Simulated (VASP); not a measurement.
# Si5Te (Cmmm) in VASP: notebook

Si5Te is run at these levels: PBE; tasks: single point.

Program: VASP 6.6.1. These are calculated values, not measurements. Logs are shortened: lines on timing, memory, paths and dates and some standing lists are left out, and cuts for length are marked.

## (1) The cell of the first run

The structure is orthorhombic, space group Cmmm (No. 65). The conventional cell has a = 4.894 Å, b = 11.887 Å, c = 3.926 Å, α = 90.00°, β = 90.00°, γ = 90.00°. Within 3.2 Å of Si (site symmetry m2m) lie 5 Si at 2.41 to 3.11 Å. Si (site symmetry m2m) has 4 Si at 2.41 to 2.60 Å and 2 Te at 2.99 Å within 3.2 Å. Within 3.4 Å of Si (site symmetry mmm) lie 6 Si at 2.60 to 3.11 Å and 4 Te at 3.14 Å. Te (site symmetry mmm) has 12 Si at 2.99 to 3.45 Å and 2 Te at 3.93 Å within 4.0 Å.

## (2) Single point, PBE

Contents of INCAR:

```
ALGO = Normal
EDIFF = 1E-6
ENCUT = 520
GGA = PE
ISIF = 2
ISMEAR = 0
LASPH = T
LCHARG = F
LREAL = F
LWAVE = F
NBANDS = 22
NELM = 60
PREC = Accurate
SIGMA = 0.1
```

Contents of KPOINTS:

```
k-points
0
Gamma
  4 4 4
```

Contents of POSCAR:

```
Si5Te
1.0
    2.4469781282     -5.9437375207      0.0000000000
    2.4469781282      5.9437375207      0.0000000000
    0.0000000000      0.0000000000      3.9263767173
Si Te
5 1
Direct
    0.2618147026      0.7381852974      0.0000000000
    0.1440174521      0.8559825479      0.5000000000
    0.0000000000      0.0000000000      0.0000000000
    0.8559825479      0.1440174521      0.5000000000
    0.7381852974      0.2618147026      0.0000000000
    0.5000000000      0.5000000000      0.5000000000
```

Potentials or basis: VASP PAW PBE potentials, release 64 (Si, Te).

The run is started by

```
$ cat potpaw_PBE.64/Si/POTCAR potpaw_PBE.64/Te/POTCAR > POTCAR
$ mpirun -np 1 vasp_std > vasp.out
```

OUTCAR:

```text
EDIFF = 1E-6
   ENCUT = 520
   GGA = PE
   ISIF = 2
   ISMEAR = 0
   LASPH = T
   LREAL = F
   NELM = 60
   PREC = Accurate

 ion  position               nearest neighbor table
   1  0.262  0.738  0.000-   2 2.41   2 2.41   5 2.46   5 2.46   3 3.11
   2  0.144  0.856  0.500-   1 2.41   1 2.41   3 2.60   3 2.60   6 2.99   6 2.99
   3  0.000  0.000  0.000-   2 2.60   4 2.60   2 2.60   4 2.60   1 3.11   5 3.11   6 3.14   6 3.14
                             6 3.14   6 3.14
   4  0.856  0.144  0.500-   5 2.41   5 2.41   3 2.60   3 2.60   6 2.99   6 2.99
   5  0.738  0.262  0.000-   4 2.41   4 2.41   1 2.46   1 2.46   3 3.11
   6  0.500  0.500  0.500-   2 2.99   4 2.99   2 2.99   4 2.99   3 3.14   3 3.14   3 3.14   3 3.14

  LATTYP: Found a base centered orthorhombic cell.
 ALAT       =     4.8939562564
 B/A-ratio  =     2.4290112985
 C/A-ratio  =     0.8022909302

  Lattice vectors:

 A1 = (   2.4469781282,  -5.9437375207,   0.0000000000)
 A2 = (   2.4469781282,   5.9437375207,   0.0000000000)
 A3 = (   0.0000000000,   0.0000000000,   3.9263767173)

Analysis of symmetry for initial positions (statically):
=====================================================================
 Subroutine PRICEL returns:
 Original cell was already a primitive cell.

 Routine SETGRP: Setting up the symmetry group for a
 base centered orthorhombic supercell.

 Subroutine GETGRP returns: Found  8 space group operations
 (whereof  8 operations were pure point group operations)
 out of a pool of  8 trial point group operations.

The static configuration has the point symmetry D_2h.

Analysis of symmetry for dynamics (positions and initial velocities):
=====================================================================
 Subroutine PRICEL returns:
 Original cell was already a primitive cell.

 Routine SETGRP: Setting up the symmetry group for a
 base centered orthorhombic supercell.

 Subroutine GETGRP returns: Found  8 space group operations
 (whereof  8 operations were pure point group operations)
 out of a pool of  8 trial point group operations.

The dynamic configuration has the point symmetry D_2h.

 Subroutine INISYM returns: Found  8 space group operations
 (whereof  8 operations are pure point group operations),
 and found     1 'primitive' translations

----------------------------------------------------------------------------------------

                                     Primitive cell

  volume of cell :     114.2120

  direct lattice vectors                    reciprocal lattice vectors
     2.446978128 -5.943737521  0.000000000     0.204333661 -0.084122153  0.000000000
     2.446978128  5.943737521  0.000000000     0.204333661  0.084122153  0.000000000
     0.000000000  0.000000000  3.926376717     0.000000000  0.000000000  0.254687737

  length of vectors
     6.427730367  6.427730367  3.926376717     0.220972355  0.220972355  0.254687737

  position of ions in fractional coordinates (direct lattice)
     0.261814703  0.738185297  0.000000000
     0.144017452  0.855982548  0.500000000
     0.000000000  0.000000000  0.000000000
     0.855982548  0.144017452  0.500000000
     0.738185297  0.261814703  0.000000000
     0.500000000  0.500000000  0.500000000

  ion indices of the primitive-cell ions
   primitive index   ion index
                 1           1
                 2           2
                 3           3
                 4           4
                 5           5
                 6           6

----------------------------------------------------------------------------------------

 KPOINTS: k-points

Automatic generation of k-mesh.
 Grid dimensions read from file:
 generate k-points for:    4    4    4

 Generating k-lattice:

  Cartesian coordinates                     Fractional coordinates (reciprocal lattice)
     0.051083415 -0.021030538  0.000000000     0.250000000 -0.000000000  0.000000000
     0.051083415  0.021030538  0.000000000    -0.000000000  0.250000000  0.000000000
     0.000000000  0.000000000  0.063671934     0.000000000  0.000000000  0.250000000

  Length of vectors
     0.055243089  0.055243089  0.063671934

  Shift w.r.t. Gamma in fractional coordinates (k-lattice)
     0.000000000  0.000000000  0.000000000

 Subroutine IBZKPT returns following result:
 ===========================================

 Found     21 irreducible k-points:

 Following reciprocal coordinates:
            Coordinates               Weight
  0.000000  0.000000  0.000000      1.000000
  0.250000  0.000000  0.000000      4.000000
  0.500000  0.000000  0.000000      2.000000
  0.250000  0.250000  0.000000      2.000000
  0.500000  0.250000  0.000000      4.000000
 -0.250000  0.250000  0.000000      2.000000
[... 13 lines left out ...]
 -0.250000  0.250000  0.500000      2.000000
  0.500000  0.500000  0.500000      1.000000
   k-points           NKPTS =     21   k-points in BZ     NKDIM =     21   number of bands    NBANDS=     22
   number of dos      NEDOS =    301   number of ions     NIONS =      6
   total plane-waves  NPLWV =  69120
   dimension x,y,z NGX =    48 NGY =   48 NGZ =   30
   dimension x,y,z NGXF=    96 NGYF=   96 NGZF=   60
   ions per type =               5   1
   NGX,Y,Z   is equivalent  to a cutoff of  12.41, 12.41, 12.70 a.u.
   NGXF,Y,Z  is equivalent  to a cutoff of  24.83, 24.83, 25.40 a.u.
 SYSTEM =  unknown system
   PREC   = accura    normal or accurate (medium, high low for compatibility)
   ISTART =      0    job   : 0-new  1-cont  2-samecut
   ICHARG =      2    charge: 1-file 2-atom 10-const
   ISPIN  =      1    spin polarized calculation?
   LNONCOLLINEAR =      F non collinear calculations
   LSORBIT =      F    spin-orbit coupling
   LASPH  =      T    aspherical Exc in radial PAW
   ENCUT  =  520.0 eV  38.22 Ry    6.18 a.u.  11.95 11.95  7.30*2*pi/ulx,y,z
   NELM   =     60;   NELMIN=  2; NELMDL= -5     # of ELM steps
   EDIFF  = 0.1E-05   stopping-criterion for ELM
   LREAL  =      F    real-space projection
   EDIFFG = 0.1E-04   stopping-criterion for IOM
   NSW    =      0    number of steps for IOM
   IBRION =     -1    ionic relax: 0-MD 1-quasi-New 2-CG
   NFREE  =      0    steps in history (QN), initial steepest desc. (CG)
   ISIF   =      2    stress and relaxation
   ISYM   =      2    0-nonsym 1-usesym 2-fastsym
   POTIM  = 0.5000    time-step for ionic-motion
   TEBEG  =    0.0;   TEEND  =   0.0 temperature during run
   PSTRESS=    0.0 pullay stress
   NELECT =      26.0000    total number of electrons
   NUPDOWN=      -1.0000    fix difference up-down
   EMIN   =  10.00;   EMAX   =-10.00  energy-range for DOS
   EFERMI =   0.00;   METHOD = LEGACY
   ISMEAR =     0;   SIGMA  =   0.10  broadening in eV -4-tet -1-fermi 0-gaus
   EFERMI_NEDOS =   21; number of points for ismear=-14 and -15
   IALGO  =     38    algorithm
   IMIX   =      4    mixing-type and parameters
     AMIX     =   0.40;   BMIX     =  1.00
     AMIX_MAG =   1.60;   BMIX_MAG =  1.00
  volume/ion in A,a.u.               =      19.04       128.46
  Fermi-wavevector in a.u.,A,eV,Ry     =   0.999606  1.888981 13.595099  0.999212
  Thomas-Fermi vector in A             =   2.131907
   LORBIT       =      0    0 simple, 1 ext, 2 COOP (PROOUT), +10 PAW based schemes
   GGA     = PE    functional components
   LHFCALC =     F    Hartree Fock is set to
   AEXX    =    0.0000 exact exchange contribution
   IVDW    =     0    specifies the selected vdW correction
   LEPSILON=     F    determine dielectric tensor
   LRPA    =     F    only Hartree local field effects (RPA)
 non-spin polarized calculation
 Gauss-broadening in eV      SIGMA  =   0.10
  energy-cutoff  :      520.00
  volume of cell :      114.21
 maximum number of plane-waves:      3099
   NGX = 23   NGY = 23   NGZ = 15

 number of electron      25.9999998 magnetization

 Free energy of the ion-electron system (eV)
  ---------------------------------------------------
  ext. energy  EPLUGINS =         0.00000000
  ---------------------------------------------------
  free energy    TOTEN  =       -27.00301543 eV

  energy without entropy =      -26.99517368  energy(sigma->0) =      -26.99909456

 E-fermi :   7.9061     XC(G=0): -10.3046

 val. band max:        7.8541679806   @ k =   0.5000   0.0000   0.0000
 cond. band min:       7.9789415738   @ k =   0.5000   0.5000   0.2500
 fundamental gap:      0.1247735932
 Fermi energy:         7.9061110310

 k-point     1 :       0.0000    0.0000    0.0000
  band No.  band energies     occupation
      1      -5.6597      2.00000
      2      -2.6965      2.00000
      3      -0.9794      2.00000
      4       0.2592      2.00000
      5       2.3227      2.00000
      6       2.5102      2.00000
[... 14 lines left out ...]
     21      11.2092      0.00000
     22      12.4812      0.00000

 k-point     2 :       0.2500    0.0000    0.0000
  band No.  band energies     occupation
      1      -5.2515      2.00000
      2      -2.8584      2.00000
      3      -1.7992      2.00000
      4      -0.4450      2.00000
      5       1.2535      2.00000
      6       4.0561      2.00000
[... 14 lines left out ...]
     21      12.1901      0.00000
     22      12.7970      0.00000

 k-point     3 :       0.5000    0.0000    0.0000
  band No.  band energies     occupation
      1      -4.2962      2.00000
      2      -3.7785      2.00000
      3      -2.4822      2.00000
      4      -0.8830      2.00000
      5       2.4244      2.00000
      6       3.2617      2.00000
[... 14 lines left out ...]
     21      11.3541      0.00000
     22      13.1486      0.00000
[... 401 lines left out ...]
 k-point    20 :      -0.2500    0.2500    0.5000
  band No.  band energies     occupation
      1      -4.2439      2.00000
      2      -2.5342      2.00000
      3      -0.8180      2.00000
      4      -0.4145      2.00000
      5       0.9493      2.00000
      6       2.8183      2.00000
[... 14 lines left out ...]
     21      14.3379      0.00000
     22      14.4983      0.00000

 k-point    21 :       0.5000    0.5000    0.5000
  band No.  band energies     occupation
      1      -4.1521      2.00000
      2      -2.2247      2.00000
      3      -1.2333      2.00000
      4      -1.1238      2.00000
      5       0.9674      2.00000
      6       3.1081      2.00000
[... 14 lines left out ...]
     21      15.3642      0.00000
     22      15.6877      0.00000

------------------------ aborting loop because EDIFF is reached ----------------------------------------

  FORCE on cell =-STRESS in cart. coord.  units (eV):
  Direction    XX          YY          ZZ          XY          YZ          ZX
  --------------------------------------------------------------------------------------
  -------------------------------------------------------------------------------------
  Total        0.2551601     -0.0871380     -0.0734049     -0.0000000      0.0000000      0.0000000
  in kB        3.5794114     -1.2223813     -1.0297307     -0.0000000      0.0000000      0.0000000
  external PRESSURE =       0.4424331 kB  Pullay stress =       0.0000000 kB

 VOLUME and BASIS-vectors are now :
 -----------------------------------------------------------------------------
  energy-cutoff  :      520.00
  volume of cell :      114.21
      direct lattice vectors                 reciprocal lattice vectors
     2.446978128 -5.943737521  0.000000000     0.204333661 -0.084122153  0.000000000
     2.446978128  5.943737521  0.000000000     0.204333661  0.084122153  0.000000000
     0.000000000  0.000000000  3.926376717     0.000000000  0.000000000  0.254687737

 POSITION                                       TOTAL-FORCE (eV/Angst)
 -----------------------------------------------------------------------------------
      2.44698      2.83142      0.00000         0.000000     -0.002737     -0.000000
      2.44698      4.23173      1.96319         0.000000      0.006089      0.000000
      0.00000      0.00000      0.00000         0.000000     -0.000000     -0.000000
      2.44698     -4.23173      1.96319         0.000000     -0.006089     -0.000000
      2.44698     -2.83142      0.00000         0.000000      0.002737     -0.000000
      2.44698      0.00000      1.96319         0.000000     -0.000000     -0.000000
 -----------------------------------------------------------------------------------
    total drift:                                0.000000      0.000000      0.000000

  FREE ENERGIE OF THE ION-ELECTRON SYSTEM (eV)
  ---------------------------------------------------
  free  energy   TOTEN  =       -27.0030154295 eV

  energy  without entropy=      -26.9951736842  energy(sigma->0) =      -26.99909456
```

Run time: 89 s. Hardware: 1 thread of Intel Xeon 8259CL, shared host; peak memory 0.25 GiB.

What came out:

```yaml
Free_energy: -27.0030 eV
Pressure: 0.0 GPa
Largest_force: 0.006 eV/Å
Band_gap_on_the_k_mesh: zero (bands 13 and 14 overlap by 2.71 eV)
```

Forces in eV/Å, atoms in the order of the input:
```
Si   0.000 -0.003  0.000
Si   0.000  0.006  0.000
Si   0.000  0.000  0.000
Si   0.000 -0.006  0.000
Si   0.000  0.003  0.000
Te   0.000  0.000  0.000
```

Caveat: the k points lie up to 0.40 Å⁻¹ apart, too coarse for converged energies and pressures of a metal; spin-orbit coupling is left out, which moves the levels of the heavy elements.

## (3) Single point, PBE

This run uses another cell than the first one, of 21.67 Å³/atom.

Contents of INCAR:

```
SYSTEM = Si5Te
PREC = Accurate ; ENCUT = 520
EDIFF = 1E-6 ; ISMEAR = 0
SIGMA = 0.1 ; LREAL = .False.
LASPH = .True. ; NELM = 100
ALGO = Normal ; ISIF = 2
LWAVE = .False. ; LCHARG = .False.
GGA = PE ; NBANDS = 22
```

Contents of KPOINTS:

```
regular mesh
0
Gamma
  4 4 4
  0 0 0
```

Contents of POSCAR:

```
Si5Te
1.0
    2.2128069000     -6.6384207000      0.0000000000
    2.2128069000      6.6384207000      0.0000000000
    0.0000000000      0.0000000000      4.4256138000
Si Te
5 1
Direct
    0.3333333300      0.6666666700      0.0000000000
    0.1666666700      0.8333333300      0.5000000000
    0.0000000000      0.0000000000      0.0000000000
    0.8333333300      0.1666666700      0.5000000000
    0.6666666700      0.3333333300      0.0000000000
    0.5000000000      0.5000000000      0.5000000000
```

Potentials or basis: VASP PAW PBE potentials, release 64 (Si, Te).

The run is started by

```
$ cat potpaw_PBE.64/Si/POTCAR potpaw_PBE.64/Te/POTCAR > POTCAR
$ mpirun -np 1 vasp_std > vasp.out
```

OUTCAR:

```text
SYSTEM = Si5Te
   PREC = Accurate
   ENCUT = 520
   EDIFF = 1E-6
   ISMEAR = 0
   LREAL = .False.
   LASPH = .True.
   NELM = 100
   ISIF = 2
   GGA = PE

 ion  position               nearest neighbor table
   1  0.333  0.667  0.000-   5 3.13   2 3.13   2 3.13   5 3.13   4 3.13   4 3.13   4 3.13   4 3.13
                             6 3.13   6 3.13   3 3.13   3 3.13
   2  0.167  0.833  0.500-   4 3.13   1 3.13   1 3.13   4 3.13   5 3.13   5 3.13   5 3.13   5 3.13
                             3 3.13   3 3.13   6 3.13   6 3.13
   3  0.000  0.000  0.000-   6 3.13   6 3.13   6 3.13   6 3.13   4 3.13   4 3.13   2 3.13   2 3.13
[... 735 lines left out ...]
  -------------------------------------------------------------------------------------
  Total       -6.8600427     -7.6134416     -7.1133964      0.0000000      0.0000000      0.0000000
  in kB      -84.5328683    -93.8166254    -87.6548192      0.0000000      0.0000000      0.0000000
  external PRESSURE =     -88.6681043 kB  Pullay stress =       0.0000000 kB

 VOLUME and BASIS-vectors are now :
 -----------------------------------------------------------------------------
  energy-cutoff  :      520.00
  volume of cell :      130.02
      direct lattice vectors                 reciprocal lattice vectors
     2.212806900 -6.638420700  0.000000000     0.225957358 -0.075319119  0.000000000
     2.212806900  6.638420700  0.000000000     0.225957358  0.075319119  0.000000000
     0.000000000  0.000000000  4.425613800     0.000000000  0.000000000  0.225957358

 POSITION                                       TOTAL-FORCE (eV/Angst)
 -----------------------------------------------------------------------------------
      2.21281      2.21281      0.00000         0.000000      0.414203     -0.000000
      2.21281      4.42561      2.21281         0.000000     -0.449799      0.000000
      0.00000      0.00000      0.00000         0.000000      0.000000     -0.000000
      2.21281     -4.42561      2.21281         0.000000      0.449799     -0.000000
      2.21281     -2.21281      0.00000         0.000000     -0.414203     -0.000000
      2.21281      0.00000      2.21281         0.000000      0.000000     -0.000000
 -----------------------------------------------------------------------------------
    total drift:                                0.000000      0.000000     -0.000000

  FREE ENERGIE OF THE ION-ELECTRON SYSTEM (eV)
  ---------------------------------------------------
  free  energy   TOTEN  =       -24.9125556823 eV

  energy  without entropy=      -24.8878592955  energy(sigma->0) =      -24.90020749
```

stdout:

```text
POSCAR found type information on POSCAR SiTe
 POSCAR found :  2 types and       6 ions
 scaLAPACK will be used
 LDA part: xc-table for (Slater+PW92), standard interpolation
 POSCAR, INCAR and KPOINTS ok, starting setup
 FFT: planning ... GRIDC
 FFT: planning ... GRID_SOFT
 FFT: planning ... GRID
 WAVECAR not read
 entering main loop
```

Run time: 2.1 min. Hardware: 1 thread of Intel Xeon 8259CL, shared host; peak memory 0.31 GiB.

Results:

```yaml
Free_energy: -24.9126 eV
Pressure: -8.9 GPa
Largest_force: 0.450 eV/Å
Band_gap_on_the_k_mesh: zero (bands 13 and 14 overlap by 2.03 eV)
```

Forces on the atoms (eV/Å):
```
Si   0.000  0.414  0.000
Si   0.000 -0.450  0.000
Si   0.000  0.000  0.000
Si   0.000  0.450  0.000
Si   0.000 -0.414  0.000
Te   0.000  0.000  0.000
```

Stress tensor (GPa, compression positive):
```
-8.45  0.00  0.00
 0.00 -9.38  0.00
 0.00  0.00 -8.77
```

Levels at points of the mesh, in eV from the Fermi level:
```
           k point  band 11  band 12  band 13  band 14  band 15  band 16
(0.00, 0.00, 0.00)    -1.11    -0.75    -0.19     0.30     0.32     1.47
(0.50, 0.00, 0.00)    -1.56    -0.93    -0.67    -0.40     0.36     0.70
(0.50, 0.50, 0.00)    -1.38    -0.75    -0.67    -0.17     1.39     1.63
(0.00, 0.00, 0.50)    -1.50    -1.39    -1.24    -1.18     2.07     2.29
(0.50, 0.00, 0.50)    -2.85    -2.51     0.85     1.53     1.54     1.75
(0.50, 0.50, 0.50)    -1.43    -0.72    -0.07     0.01     0.14     0.24
```

Caveat: the k points lie up to 0.37 Å⁻¹ apart, too coarse for converged energies and pressures of a metal; spin-orbit coupling is left out, which moves the levels of the heavy elements.

The gap in the log of VASP goes by the Fermi energy; the results here count the filled bands.